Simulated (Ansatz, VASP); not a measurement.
**Sr in VASP and in Ansatz**

```xyz
1
Lattice="-2.3523 2.3523 2.4977 2.3523 -2.3523 2.4977 2.3523 2.3523 -2.4977" Properties=species:S:1:pos:R:3 pbc="T T T"
Sr    0.0000    0.0000    0.0000
```

Change from the starting cell: strain -0.030 along x and y, +0.030 along z, atoms carried along.

Alike in both runs: task single point; functional LDA; k mesh 14 × 14 × 14; occupations gaussian, width 0.15 eV; no spin polarisation.

```csv
,VASP,Ansatz
version,VASP 6.6.1,Ansatz 0.2.0
potentials or method,"VASP PAW LDA potentials, release 64 (Sr_sv), cutoff 520 eV","scalar-relativistic, plane waves, PAW"
valence electrons in the cell,10,10
```

```csv
,VASP,Ansatz,Ansatz less VASP
gap on the k mesh at the Fermi level (eV),none,none,-
pressure (GPa),-1.6,-1.6,+0.01
```

LDA's correlation is that of Perdew and Zunger in VASP and of Perdew and Wang (1992) in Ansatz. A gap of «none» marks a metal or a gap that the smearing closes.
